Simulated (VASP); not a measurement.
# RbHg (F-43m) in VASP: a series of runs, part 2 of 2

VASP 6.6.1. Earlier steps stand in the parts before.

### Step 4. Relaxation of cell and atoms, PBE

Input file INCAR:

```
ALGO = Fast ; EDIFF = 1E-7
EDIFFG = -0.04 ; ENCUT = 600
GGA = PE ; IBRION = 2
ISIF = 3 ; ISMEAR = 0
LASPH = T ; LCHARG = F
LREAL = F ; LWAVE = F
NELM = 60 ; NSW = 90
PREC = Accurate ; SIGMA = 0.1
```

Input file KPOINTS:

```
k-points
0
Gamma
  4 4 4
```

Input file POSCAR:

```
RbHg
1.0
    0.0000000000      3.3207344500      3.3207344500
    3.3207344500      0.0000000000      3.3207344500
    3.3207344500      3.3207344500      0.0000000000
Rb Hg
1 1
Direct
    0.7500000000      0.7500000000      0.7500000000
    0.0000000000      0.0000000000      0.0000000000
```

On the command line:

```sh
> cat potpaw_PBE.64/Rb_sv/POTCAR potpaw_PBE.64/Hg/POTCAR > POTCAR
> mpirun -np 1 vasp_std > vasp.out
```

Wall time 49 s (1 thread of Intel Xeon 6975P-C (Granite Rapids), shared host); peak memory 0.25 GiB.

Results (log left out):

```yaml
Free_energy: -1.0176 eV
Relaxed_volume: 72.64 Å³/atom
Relaxed_cell: a = 5.901 Å, b = 5.901 Å, c = 5.901 Å, α = 60.00°, β = 60.00°, γ = 60.00°
Space_group_after_relaxing_to_0.05_Å: F-43m (No. 216)
Energy_gained_by_relaxing: 773.8 meV/atom
Ionic_steps: 5
Pressure_after_relaxing: 0.0 GPa
```

The path:
```csv
step,energy change (eV),largest force (eV/Å),pressure (GPa),volume (Å³)
1,0.0000,0.0000,13.35,73.24
2,-1.3849,0.0000,1.97,110.57
3,-1.4952,0.0000,0.92,123.20
4,-1.5434,0.0000,-0.19,151.28
5,-1.5476,0.0000,-0.04,145.29
```

Final structure:
```cif
data_structure
_symmetry_space_group_name_H-M 'P 1'
_symmetry_Int_Tables_number 1
_cell_length_a 5.9008
_cell_length_b 5.9008
_cell_length_c 5.9008
_cell_angle_alpha 60.000
_cell_angle_beta 60.000
_cell_angle_gamma 60.000
_cell_volume 145.29
loop_
_atom_site_label
_atom_site_type_symbol
_atom_site_fract_x
_atom_site_fract_y
_atom_site_fract_z
_atom_site_occupancy
Rb1 Rb 0.75000 0.75000 0.75000 1
Hg1 Hg 0.00000 0.00000 0.00000 1
```

Levels at points of the mesh, in eV from the Fermi level:
| k point | band 6 | band 7 | band 8 | band 9 | band 10 | band 11 | band 12 | band 13 | band 14 |
| --- | --- | --- | --- | --- | --- | --- | --- | --- | --- |
| (0.00, 0.00, 0.00) | -7.41 | -7.40 | -7.40 | -7.40 | -4.98 | 1.51 | 1.51 | 1.51 | 1.80 |
| (0.50, 0.00, 0.00) | -7.41 | -7.41 | -7.41 | -7.41 | -4.56 | -0.33 | 1.58 | 1.58 | 3.13 |
| (0.50, 0.50, 0.00) | -7.41 | -7.41 | -7.41 | -7.40 | -4.43 | -0.24 | 1.47 | 1.47 | 1.84 |

Caveat: the k points lie up to 0.33 Å⁻¹ apart in the final cell; the volume moved by over 15 % at a fixed basis, so the end points are rough; spin-orbit coupling is left out, which moves the levels of the heavy elements.

### Step 5. Single point, PBE

This run uses another cell than the first one, of 72.89 Å³/atom, 1.990 times its volume.

Input file INCAR:

```
  PREC = Accurate
  ENCUT = 520
  EDIFF = 1E-6
  ISMEAR = 0
  SIGMA = 0.1
  LREAL = F
  LASPH = T
  NELM = 80
  ALGO = Fast
  ISIF = 2
  LWAVE = F
  LCHARG = F
  GGA = PE
  NBANDS = 18
```

Input file KPOINTS:

```
Automatic mesh
0
Gamma
  12 12 12
```

Input file POSCAR:

```
RbHg
1.0
    0.0000000000      4.1771718872      4.1771718872
    4.1771718872      0.0000000000      4.1771718872
    4.1771718872      4.1771718872      0.0000000000
Rb Hg
1 1
Direct
    0.2500000000      0.2500000000      0.2500000000
    0.0000000000      0.0000000000      0.0000000000
```

On the command line:

```sh
> cat potpaw_PBE.64/Rb_sv/POTCAR potpaw_PBE.64/Hg/POTCAR > POTCAR
> mpirun -np 1 vasp_std > vasp.out
```

Wall time 96 s (1 thread of Intel Xeon 6975P-C (Granite Rapids), shared host); peak memory 0.43 GiB.

Results (log left out):

* Free energy: -1.0226 eV
* Pressure: 0.0 GPa

Levels at points of the mesh, in eV from the Fermi level:
```
           k point  band 7  band 8  band 9  band 10  band 11  band 12  band 13  band 14
(0.00, 0.00, 0.00)   -7.39   -7.39   -7.39    -4.96     1.52     1.52     1.52     1.80
(0.50, 0.00, 0.00)   -7.39   -7.39   -7.39    -4.55    -0.32     1.59     1.59     3.13
(0.50, 0.50, 0.00)   -7.40   -7.40   -7.39    -4.42    -0.23     1.48     1.48     1.85
```

Caveat: spin-orbit coupling is left out, which moves the levels of the heavy elements.

### Step 6. Relaxation of cell and atoms, PBE

This run uses another cell than the first one, of 69.84 Å³/atom, 1.907 times its volume.

Input file INCAR:

```
SYSTEM = RbHg
PREC = Accurate
ENCUT = 600
EDIFF = 1E-6
ISMEAR = 0
SIGMA = 0.1
LREAL = .False.
LASPH = .True.
NELM = 60
ALGO = Fast
ISIF = 3
LWAVE = .False.
LCHARG = .False.
GGA = PE
IBRION = 2
NSW = 100
EDIFFG = -0.01
```

Input file KPOINTS:

```
regular mesh
0
Gamma
  12 12 12
  0 0 0
```

Input file POSCAR:

```
RbHg
1.0
    0.0000000000      4.1181421927      4.1181421927
    4.1181421927      0.0000000000      4.1181421927
    4.1181421927      4.1181421927      0.0000000000
Rb Hg
1 1
Direct
    0.2500000000      0.2500000000      0.2500000000
    0.0000000000      0.0000000000      0.0000000000
```

Potentials or basis: VASP PAW PBE potentials, release 64 (Rb_sv, Hg).

On the command line:

```sh
> cat potpaw_PBE.64/Rb_sv/POTCAR potpaw_PBE.64/Hg/POTCAR > POTCAR
> mpirun -np 1 vasp_std > vasp.out
```

It took 3.4 min on 1 thread of Intel Xeon 6975P-C (Granite Rapids), shared host; peak memory 0.47 GiB.

Results (log left out):

```
Free energy                            : -1.0224 eV
Relaxed volume                         : 73.23 Å³/atom
Relaxed cell                           : a = 5.917 Å, b = 5.917 Å, c = 5.917 Å, α = 60.00°, β = 60.00°, γ = 60.00°
Space group after relaxing (to 0.05 Å) : F-43m (No. 216)
Energy gained by relaxing              : 1.8 meV/atom
Ionic steps                            : 3
Pressure after relaxing                : 0.0 GPa
```

The path:
```
step  energy change (eV)  largest force (eV/Å)  pressure (GPa)  volume (Å³)
   1              0.0000                0.0000            0.19       139.68
   2             -0.0017                0.0000            0.14       141.36
   3             -0.0036                0.0000            0.00       146.46
```

Final structure:
```
CELL_PARAMETERS angstrom
0.00000 4.18377 4.18377
4.18377 0.00000 4.18377
4.18377 4.18377 0.00000
ATOMIC_POSITIONS crystal
Rb 0.25000 0.25000 0.25000
Hg 0.00000 0.00000 0.00000
```

Levels at points of the mesh, in eV from the Fermi level:
```tsv
k point	band 8	band 9	band 10	band 11	band 12	band 13
(0.00, 0.00, 0.00)	-7.39	-7.39	-4.96	1.52	1.52	1.52
(0.50, 0.00, 0.00)	-7.39	-7.39	-4.55	-0.32	1.59	1.59
(0.50, 0.50, 0.00)	-7.39	-7.38	-4.42	-0.23	1.47	1.47
```

Caveat: spin-orbit coupling is left out, which moves the levels of the heavy elements.

### Step 7. The runs side by side

| task | cell | k mesh | cutoff (eV) | gap on the mesh (eV) | pressure (GPa) | relaxed volume (Å³/atom) |
| --- | --- | --- | --- | --- | --- | --- |
| single point | a = 4.696 Å, angles 60.0°, 2 atoms | 4 × 4 × 4 | 520 | none | 13.3 | - |
| single point | a = 5.824 Å, angles 60.0°, 2 atoms | 4 × 4 × 4 | 520 | none | 0.2 | - |
| relaxation of cell and atoms | relaxed from a = 4.696 Å, angles 60.0°, 2 atoms | 4 × 4 × 4 | 600 | none | 0.0 | 72.64 |
| single point | a = 5.907 Å, angles 60.0°, 2 atoms | 12 × 12 × 12 | 520 | none | 0.0 | - |
| relaxation of cell and atoms | relaxed from a = 5.824 Å, angles 60.0°, 2 atoms | 12 × 12 × 12 | 600 | none | 0.0 | 73.23 |

Alike in all rows: level PBE; potentials or basis VASP PAW PBE potentials, release 64 (Rb_sv, Hg); no spin polarisation; smearing gaussian 0.1 eV.

Caveats: some runs use coarse meshes; spin-orbit coupling is left out, which moves the levels of the heavy elements; the volume moved by over 15 % at a fixed basis, so the end points are rough (some runs).

Total energies depend on the potentials used, so only differences within one code and one set of settings carry meaning.
